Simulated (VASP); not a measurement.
## Pb: relaxation of cell and atoms with PBEsol

Pb:

```xyz
1
Lattice="0.0000 2.4750 2.4750 2.4750 0.0000 2.4750 2.4750 2.4750 0.0000" Properties=species:S:1:pos:R:3 pbc="T T T"
Pb    0.0000    0.0000    0.0000
```

- Program: VASP 6.6.1
- Task: relaxation of cell and atoms
- Functional: PBEsol
- Potentials or basis: VASP PAW PBE potentials, release 64 (Pb_d)
- Cutoff: 600 eV
- k mesh: 9 × 9 × 9
- Occupations: fermi-dirac, width 0.05 eV
- Spin: no spin polarisation
- Dipole correction: no
- Further INCAR settings: ALGO = Normal; EDIFF = 1e-07; IBRION = 2; EDIFFG = -0.005; NSW = 80; ISIF = 3

* Relaxed volume: 29.93 Å³/atom
* Relaxed cell: a = 3.485 Å, b = 3.485 Å, c = 3.485 Å, α = 60.00°, β = 60.00°, γ = 60.00°
* Space group after relaxing (to 0.05 Å): Fm-3m (No. 225)
* Energy gained by relaxing: 0.8 meV/atom
* Ionic steps: 3
* Pressure after relaxing: 0.0 GPa
* Band gap on the k mesh: zero (band 7 reaches 14.76 eV, above the bottom of band 8 at 5.66 eV)

Step by step:
```csv
step,energy change (eV),largest force (eV/Å),pressure (GPa),volume (Å³)
1,0.0000,0.0000,-0.63,30.32
2,-0.0007,0.0000,0.22,29.80
3,-0.0008,0.0000,0.00,29.93
```

Final structure:
```
Pb
1.0
     0.00000    2.46442    2.46442
     2.46442    0.00000    2.46442
     2.46442    2.46442    0.00000
Pb
1
Direct
  0.00000 0.00000 0.00000
```

Levels at points of the mesh, in eV from the Fermi level:
```tsv
k point	band 4	band 5	band 6	band 7	band 8	band 9	band 10	band 11
(0.00, 0.00, 0.00)	-16.69	-16.69	-11.70	7.67	7.67	7.67	9.93	11.64
```

Run time: 41 s on 1 thread of Intel Xeon 8259CL (shared host), peak memory 0.17 GiB.

The cell as given is a measured one (30.32 Å³/atom); PBEsol puts the equilibrium volume -1.3 % from it, thermal expansion not counted.

Caveat: the PAW data sets were made with another functional, which shifts forces and pressure a little; spin-orbit coupling is left out, which moves the levels of the heavy elements.
